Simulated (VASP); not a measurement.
A run of VASP 6.6.1 is set up as follows.

INCAR

```
SYSTEM = Cd
ALGO = Normal
EDIFF = 1E-6
ENCUT = 520
GGA = PE
ISIF = 2
ISMEAR = 1
LASPH = .TRUE.
LCHARG = .FALSE.
LREAL = .FALSE.
LWAVE = .FALSE.
NBANDS = 19
NELM = 60
PREC = Accurate
SIGMA = 1.0
```

KPOINTS

```
k-points
0
G
  12 12 6
  0 0 0
```

File POSCAR:

```
Cd
1.0
    3.0007103730      0.0000000000      0.0000000000
   -1.5003551865      2.5986914124      0.0000000000
    0.0000000000      0.0000000000      5.9261569577
Cd
2
Direct
    0.3333333333      0.6666666667      0.2500000000
    0.6666666667      0.3333333333      0.7500000000
```

Potentials or basis: VASP PAW PBE potentials, release 64 (Cd).

Command:

```console
$ cat potpaw_PBE.64/Cd/POTCAR > POTCAR
$ mpirun -np 1 vasp_std > vasp.out
```

Q: Estimate the band gap on the k mesh.

A: Zero (band 12 reaches 3.75 eV, above the bottom of band 13 at -0.36 eV).

Q: What does it give for the pressure?

A: 0.4 GPa.

Stress tensor (GPa, compression positive):
```
 0.72  0.00  0.00
 0.00  0.72  0.00
 0.00  0.00 -0.35
```
